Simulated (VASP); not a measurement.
Input of a VASP 6.6.1 run:

Contents of INCAR:

```
SYSTEM = In
  PREC = Accurate
  ENCUT = 520
  EDIFF = 1E-6
  ISMEAR = 0
  SIGMA = 0.15
  LREAL = .False.
  LASPH = .True.
  NELM = 100
  ALGO = Fast
  ISIF = 2
  LWAVE = .False.
  LCHARG = .False.
  GGA = PS
  NBANDS = 12
```

KPOINTS

```
regular mesh
0
Gamma
  20 20 20
  0 0 0
```

POSCAR

```
In
1.0
   -1.6261500000      1.6261500000      2.5481685000
    1.6261500000     -1.6261500000      2.5481685000
    1.6261500000      1.6261500000     -2.5481685000
In
1
Direct
    0.0000000000      0.0000000000      0.0000000000
```

Potentials or basis: VASP PAW PBE potentials, release 64 (In_d).

Run with:

```bash
$ cat potpaw_PBE.64/In_d/POTCAR > POTCAR
$ mpirun -np 1 vasp_std > vasp.out
```

(1) Predict the pressure.

## Answers

(1) -2.0 GPa.

Caveat: the cell differs from its parent crystal (strain +0.000 along x and y, +0.030 along z); the PAW data sets were made with another functional, which shifts forces and pressure a little.
